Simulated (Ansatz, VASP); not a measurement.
# Two plane-wave programs on B3N2Cl

```xyz
6
Lattice="2.6240 0.0000 0.0000 0.0000 2.6240 0.0000 0.0000 0.0000 6.9013" Properties=species:S:1:pos:R:3 pbc="T T T"
B     0.0000    0.0000    1.7456
B     0.0000    0.0000    5.1557
B     1.3120    1.3120    0.0000
N     1.3120    0.0000    0.9081
N     0.0000    1.3120    5.9932
Cl    1.3120    1.3120    3.4506
```

Change from the starting cell: species swapped into the CsLi2I3 type (P-4m2, No. 115).

Alike in both runs: functional PBE; k mesh 6 × 6 × 4; occupations gaussian, width 0.1 eV; no spin polarisation.

Ansatz relaxed the structure, and its values are those at the end. VASP's run is a single point on that final structure, the one shown.

|  | VASP | Ansatz |
| --- | --- | --- |
| version | VASP 6.6.1 | Ansatz 0.2.0 |
| potentials or method | VASP PAW PBE potentials, release 64 (B, N, Cl), cutoff 520 eV | scalar-relativistic, plane waves, PAW |
| valence electrons in the cell | 26 | 26 |

```csv
,VASP,Ansatz,Ansatz less VASP
gap on the k mesh at the Fermi level (eV),none,none,-
pressure (GPa),0.0,0.0,-0.06
rms of the force components (eV/Å),0.007,0.004,-0.0033
```

A gap of «none» marks a metal or a gap that the smearing closes. With one functional, cell and mesh, what is left measures potentials, basis and numerics.

The k mesh is coarse, so the values compare programs but aren't converged.
